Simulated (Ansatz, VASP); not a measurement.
## SnSe2: VASP beside Ansatz

```
Sn Se
1.0
     3.84056    0.00000    0.00000
    -1.92028    3.32602    0.00000
     0.00000    0.00000    6.26365
Sn Se
1 2
Direct
  0.00000 0.00000 0.00000
  0.66667 0.33333 0.74939
  0.33333 0.66667 0.25061
```

Change from the starting cell: strain along c alone, the other axes held, atoms relaxed: -4.0 %.

Alike in both runs: functional r2SCAN; k mesh 12 × 12 × 4; occupations gaussian, width 0.02 eV; no spin polarisation.

Ansatz relaxed the structure, and its values are those at the end. VASP's run is a single point on that final structure, the one shown.

|  | VASP | Ansatz |
| --- | --- | --- |
| version | VASP 6.6.1 | Ansatz 0.2.0 |
| potentials or method | VASP PAW PBE potentials, release 64 (Sn_d, Se), cutoff 520 eV | scalar-relativistic, plane waves, PAW |
| valence electrons in the cell | 26 | 46 |

|  | VASP | Ansatz | Ansatz less VASP |
| --- | --- | --- | --- |
| gap on the k mesh at the Fermi level (eV) | 1.03 | 1.03 | -0.001 |
| least direct gap on the mesh (eV) | 1.49 | 1.49 | -0.002 |
| pressure (GPa) | 0.6 | 0.5 | -0.05 |
| rms of the force components (eV/Å) | 0.006 | 0.000 | -0.0053 |

VASP's potentials were made for PBE, not for r2SCAN. VASP's potentials hold 26 valence electrons a cell and Ansatz's 46, so a difference there can come from the potentials and not from the codes. Ansatz's warnings: stress scf threshold loose.
